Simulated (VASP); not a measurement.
# Si (Fd-3m) in VASP: further runs

The runs below take Si through single point, relaxation of cell and atoms, with PBE.

Everything below comes from runs of VASP 6.6.1. Logs are shortened: lines on timing, memory, paths and dates and some standing lists are left out, and cuts for length are marked.

### Step 1. The cell of the first run

The structure is cubic, space group Fd-3m (No. 227). Conventional cell: a = 5.437 Å, b = 5.437 Å, c = 5.437 Å, α = 90.00°, β = 90.00°, γ = 90.00°. Si (site symmetry -43m) has 4 Si at 2.35 Å within 3.1 Å.

### Step 2. Single point, PBE

The input, INCAR:

```
SYSTEM = Si
PREC = Accurate ; ENCUT = 520
EDIFF = 1E-6 ; ISMEAR = 0
SIGMA = 0.1 ; LREAL = .FALSE.
LASPH = .TRUE. ; NELM = 100
ALGO = Normal ; ISIF = 2
LWAVE = .FALSE. ; LCHARG = .FALSE.
GGA = PE ; NBANDS = 11
```

The input, KPOINTS:

```
regular mesh
0
G
  6 6 6
  0 0 0
```

The input, POSCAR:

```
Si
1.0
    0.0000000000      2.7185000000      2.7185000000
    2.7185000000      0.0000000000      2.7185000000
    2.7185000000      2.7185000000      0.0000000000
Si
2
Direct
    0.5000000000      0.5000000000      0.5000000000
    0.7500000000      0.7500000000      0.7500000000
```

Potentials or basis: VASP PAW PBE potentials, release 64 (Si).

The run is started by

```
> cat potpaw_PBE.64/Si/POTCAR > POTCAR
> mpirun -np 1 vasp_std > vasp.out
```

OUTCAR:

```text
SYSTEM = Si
   PREC = Accurate
   ENCUT = 520
   EDIFF = 1E-6
   ISMEAR = 0
   LREAL = .FALSE.
   LASPH = .TRUE.
   NELM = 100
   ISIF = 2
   GGA = PE

 ion  position               nearest neighbor table
   1  0.500  0.500  0.500-   2 2.35   2 2.35   2 2.35   2 2.35
   2  0.750  0.750  0.750-   1 2.35   1 2.35   1 2.35   1 2.35

  LATTYP: Found a face centered cubic cell.
 ALAT       =     5.4370000000

  Lattice vectors:

 A1 = (   0.0000000000,   2.7185000000,   2.7185000000)
 A2 = (   2.7185000000,   0.0000000000,   2.7185000000)
 A3 = (   2.7185000000,   2.7185000000,   0.0000000000)

Analysis of symmetry for initial positions (statically):
=====================================================================
 Subroutine PRICEL returns:
 Original cell was already a primitive cell.

 Routine SETGRP: Setting up the symmetry group for a
 face centered cubic supercell.

 Subroutine GETGRP returns: Found 48 space group operations
 (whereof 24 operations were pure point group operations)
 out of a pool of 48 trial point group operations.

The static configuration has the point symmetry T_d .
 The point group associated with its full space group is O_h .

Analysis of symmetry for dynamics (positions and initial velocities):
=====================================================================
 Subroutine PRICEL returns:
 Original cell was already a primitive cell.

 Routine SETGRP: Setting up the symmetry group for a
 face centered cubic supercell.

 Subroutine GETGRP returns: Found 48 space group operations
 (whereof 24 operations were pure point group operations)
 out of a pool of 48 trial point group operations.

The dynamic configuration has the point symmetry T_d .
 The point group associated with its full space group is O_h .

 Subroutine INISYM returns: Found 48 space group operations
 (whereof 24 operations are pure point group operations),
 and found     1 'primitive' translations

----------------------------------------------------------------------------------------

                                     Primitive cell

  volume of cell :      40.1807

  direct lattice vectors                    reciprocal lattice vectors
     0.000000000  2.718500000  2.718500000    -0.183924959  0.183924959  0.183924959
     2.718500000  0.000000000  2.718500000     0.183924959 -0.183924959  0.183924959
     2.718500000  2.718500000  0.000000000     0.183924959  0.183924959 -0.183924959

  length of vectors
     3.844539569  3.844539569  3.844539569     0.318567373  0.318567373  0.318567373

  position of ions in fractional coordinates (direct lattice)
     0.500000000  0.500000000  0.500000000
     0.750000000  0.750000000  0.750000000

  ion indices of the primitive-cell ions
   primitive index   ion index
                 1           1
                 2           2

----------------------------------------------------------------------------------------

 KPOINTS: regular mesh

Automatic generation of k-mesh.
 Grid dimensions read from file:
 generate k-points for:    6    6    6

 Generating k-lattice:

  Cartesian coordinates                     Fractional coordinates (reciprocal lattice)
    -0.030654160  0.030654160  0.030654160     0.166666667  0.000000000  0.000000000
     0.030654160 -0.030654160  0.030654160     0.000000000  0.166666667  0.000000000
     0.030654160  0.030654160 -0.030654160     0.000000000  0.000000000  0.166666667

  Length of vectors
     0.053094562  0.053094562  0.053094562

  Shift w.r.t. Gamma in fractional coordinates (k-lattice)
     0.000000000  0.000000000  0.000000000

 Subroutine IBZKPT returns following result:
 ===========================================

 Found     16 irreducible k-points:

 Following reciprocal coordinates:
            Coordinates               Weight
  0.000000  0.000000  0.000000      1.000000
  0.166667  0.000000  0.000000      8.000000
  0.333333  0.000000  0.000000      8.000000
  0.500000  0.000000  0.000000      4.000000
  0.166667  0.166667  0.000000      6.000000
  0.333333  0.166667  0.000000     24.000000
[... 8 lines left out ...]
 -0.333333  0.333333  0.166667     24.000000
 -0.333333  0.500000  0.166667     12.000000
   k-points           NKPTS =     16   k-points in BZ     NKDIM =     16   number of bands    NBANDS=     11
   number of dos      NEDOS =    301   number of ions     NIONS =      2
   total plane-waves  NPLWV =  27000
   dimension x,y,z NGX =    30 NGY =   30 NGZ =   30
   dimension x,y,z NGXF=    60 NGYF=   60 NGZF=   60
   ions per type =               2
   NGX,Y,Z   is equivalent  to a cutoff of  12.97, 12.97, 12.97 a.u.
   NGXF,Y,Z  is equivalent  to a cutoff of  25.95, 25.95, 25.95 a.u.
 SYSTEM =  Si
   PREC   = accura    normal or accurate (medium, high low for compatibility)
   ISTART =      0    job   : 0-new  1-cont  2-samecut
   ICHARG =      2    charge: 1-file 2-atom 10-const
   ISPIN  =      1    spin polarized calculation?
   LNONCOLLINEAR =      F non collinear calculations
   LSORBIT =      F    spin-orbit coupling
   LASPH  =      T    aspherical Exc in radial PAW
   ENCUT  =  520.0 eV  38.22 Ry    6.18 a.u.   7.15  7.15  7.15*2*pi/ulx,y,z
   NELM   =    100;   NELMIN=  2; NELMDL= -5     # of ELM steps
   EDIFF  = 0.1E-05   stopping-criterion for ELM
   LREAL  =      F    real-space projection
   EDIFFG = 0.1E-04   stopping-criterion for IOM
   NSW    =      0    number of steps for IOM
   IBRION =     -1    ionic relax: 0-MD 1-quasi-New 2-CG
   NFREE  =      0    steps in history (QN), initial steepest desc. (CG)
   ISIF   =      2    stress and relaxation
   ISYM   =      2    0-nonsym 1-usesym 2-fastsym
   POTIM  = 0.5000    time-step for ionic-motion
   TEBEG  =    0.0;   TEEND  =   0.0 temperature during run
   PSTRESS=    0.0 pullay stress
   NELECT =       8.0000    total number of electrons
   NUPDOWN=      -1.0000    fix difference up-down
   EMIN   =  10.00;   EMAX   =-10.00  energy-range for DOS
   EFERMI =   0.00;   METHOD = LEGACY
   ISMEAR =     0;   SIGMA  =   0.10  broadening in eV -4-tet -1-fermi 0-gaus
   EFERMI_NEDOS =   21; number of points for ismear=-14 and -15
   IALGO  =     38    algorithm
   IMIX   =      4    mixing-type and parameters
     AMIX     =   0.40;   BMIX     =  1.00
     AMIX_MAG =   1.60;   BMIX_MAG =  1.00
  volume/ion in A,a.u.               =      20.09       135.58
  Fermi-wavevector in a.u.,A,eV,Ry     =   0.955943  1.806471 12.433381  0.913828
  Thomas-Fermi vector in A             =   2.084827
   LORBIT       =      0    0 simple, 1 ext, 2 COOP (PROOUT), +10 PAW based schemes
   GGA     = PE    functional components
   LHFCALC =     F    Hartree Fock is set to
   AEXX    =    0.0000 exact exchange contribution
   IVDW    =     0    specifies the selected vdW correction
   LEPSILON=     F    determine dielectric tensor
   LRPA    =     F    only Hartree local field effects (RPA)
 non-spin polarized calculation
 Gauss-broadening in eV      SIGMA  =   0.10
  energy-cutoff  :      520.00
  volume of cell :       40.18
 maximum number of plane-waves:      1106
 NGX is ok and might be reduce to    30
   NGX = 15   NGY = 15   NGZ = 15

 number of electron       8.0000001 magnetization

 Free energy of the ion-electron system (eV)
  ---------------------------------------------------
  ext. energy  EPLUGINS =         0.00000000
  ---------------------------------------------------
  free energy    TOTEN  =       -10.82253242 eV

  energy without entropy =      -10.82253241  energy(sigma->0) =      -10.82253241

 E-fermi :   6.1494     XC(G=0):  -9.3909

 val. band max:        5.7986249615   @ k =   0.0000   0.0000   0.0000
 cond. band min:       6.5130247886   @ k =   0.5000   0.5000   0.0000
 fundamental gap:      0.7143998270
 Fermi energy:         6.1494239906

 k-point     1 :       0.0000    0.0000    0.0000
  band No.  band energies     occupation
      1      -6.1364      2.00000
      2       5.7986      2.00000
      3       5.7986      2.00000
      4       5.7986      2.00000
      5       8.3597      0.00000
      6       8.3597      0.00000
      7       8.3597      0.00000
      8       9.1328      0.00000
      9      13.5130      0.00000
     10      13.5130      0.00000
     11      13.7438      0.00000

 k-point     2 :       0.1667    0.0000    0.0000
  band No.  band energies     occupation
      1      -5.7762      2.00000
      2       3.4220      2.00000
      3       5.3501      2.00000
      4       5.3501      2.00000
      5       8.1400      0.00000
      6       9.0051      0.00000
      7       9.0051      0.00000
      8      11.2270      0.00000
      9      12.8799      0.00000
     10      12.8799      0.00000
     11      14.8722      0.00000

 k-point     3 :       0.3333    0.0000    0.0000
  band No.  band energies     occupation
      1      -4.7639      2.00000
      2       0.4769      2.00000
      3       4.8018      2.00000
      4       4.8018      2.00000
      5       7.5511      0.00000
      6       9.3026      0.00000
      7       9.3026      0.00000
      8      13.6542      0.00000
      9      13.7753      0.00000
     10      13.7753      0.00000
     11      14.8968      0.00000
[... 155 lines left out ...]
 k-point    15 :      -0.3333    0.3333    0.1667
  band No.  band energies     occupation
      1      -2.8730      2.00000
      2      -1.0318      2.00000
      3       1.8041      2.00000
      4       3.0486      2.00000
      5       9.1529      0.00000
      6       9.3494      0.00000
      7      11.8901      0.00000
      8      12.3050      0.00000
      9      13.3393      0.00000
     10      16.8806      0.00000
     11      17.7341      0.00000

 k-point    16 :      -0.3333    0.5000    0.1667
  band No.  band energies     occupation
      1      -1.8853      2.00000
      2      -1.8853      2.00000
      3       2.1687      2.00000
      4       2.1687      2.00000
      5       8.5460      0.00000
      6       8.5460      0.00000
      7      12.5492      0.00000
      8      12.5492      0.00000
      9      16.3522      0.00000
     10      16.3522      0.00000
     11      18.7286      0.00000

------------------------ aborting loop because EDIFF is reached ----------------------------------------

  FORCE on cell =-STRESS in cart. coord.  units (eV):
  Direction    XX          YY          ZZ          XY          YZ          ZX
  --------------------------------------------------------------------------------------
  -------------------------------------------------------------------------------------
  Total        0.4218133      0.4218133      0.4218133     -0.0000000      0.0000000      0.0000000
  in kB       16.8194889     16.8194889     16.8194889     -0.0000000      0.0000000      0.0000000
  external PRESSURE =      16.8194889 kB  Pullay stress =       0.0000000 kB

 VOLUME and BASIS-vectors are now :
 -----------------------------------------------------------------------------
  energy-cutoff  :      520.00
  volume of cell :       40.18
      direct lattice vectors                 reciprocal lattice vectors
     0.000000000  2.718500000  2.718500000    -0.183924959  0.183924959  0.183924959
     2.718500000  0.000000000  2.718500000     0.183924959 -0.183924959  0.183924959
     2.718500000  2.718500000  0.000000000     0.183924959  0.183924959 -0.183924959

 POSITION                                       TOTAL-FORCE (eV/Angst)
 -----------------------------------------------------------------------------------
      2.71850      2.71850      2.71850         0.000000      0.000000      0.000000
      4.07775      4.07775      4.07775        -0.000000     -0.000000     -0.000000
 -----------------------------------------------------------------------------------
    total drift:                                0.000000     -0.000000     -0.000000

  FREE ENERGIE OF THE ION-ELECTRON SYSTEM (eV)
  ---------------------------------------------------
  free  energy   TOTEN  =       -10.8225324171 eV

  energy  without entropy=      -10.8225324098  energy(sigma->0) =      -10.82253241
```

Wall time 9 s (1 thread of Intel Xeon 8259CL, shared host); peak memory 0.16 GiB.

Results:

```yaml
Free_energy: -10.8225 eV
Pressure: 1.7 GPa
Band_gap_on_the_k_mesh: 0.71 eV, indirect (least direct gap 2.56 eV)
```

A k mesh can miss the band edges. PBE gaps usually lie below the measured ones, often by a third to a half.

### Step 3. Single point, PBE

This run uses another cell than the first one, of 20.46 Å³/atom, 1.018 times its volume.

The input, INCAR:

```
PREC = Accurate
ENCUT = 520
EDIFF = 1E-6
ISMEAR = 0
SIGMA = 0.02
LREAL = F
LASPH = T
NELM = 100
ALGO = Normal
ISIF = 2
LWAVE = F
LCHARG = F
GGA = PE
NBANDS = 11
```

The input, KPOINTS:

```
regular mesh
0
Gamma
  8 8 8
```

The input, POSCAR:

```
Si
1.0
    0.0000000000      2.7348618047      2.7348618047
    2.7348618047      0.0000000000      2.7348618047
    2.7348618047      2.7348618047      0.0000000000
Si
2
Direct
    0.5000000000      0.5000000000      0.5000000000
    0.7500000000      0.7500000000      0.7500000000
```

Potentials or basis: VASP PAW PBE potentials, release 64 (Si).

The run is started by

```
> cat potpaw_PBE.64/Si/POTCAR > POTCAR
> mpirun -np 1 vasp_std > vasp.out
```

It took 19 s on 1 thread of Intel Xeon 8259CL, shared host; peak memory 0.16 GiB.

Results (log left out):

| Item | Value |
| --- | --- |
| Free energy | -10.8461 eV |
| Pressure | 0.0 GPa |
| Band gap on the k mesh | 0.65 eV, indirect (least direct gap 2.56 eV) |

Levels at points of the mesh, in eV from the valence-band top:
```tsv
k point	band 1	band 2	band 3	band 4	band 5	band 6	band 7	band 8
(0.00, 0.00, 0.00)	-11.81	0.00	0.00	0.00	2.56	2.56	2.56	3.13
(0.50, 0.00, 0.00)	-9.53	-6.87	-1.18	-1.18	1.46	3.35	3.35	7.70
(0.50, 0.50, 0.00)	-7.74	-7.74	-2.79	-2.79	0.75	0.75	9.93	9.93
```

(Continued in part 2 of 2.)
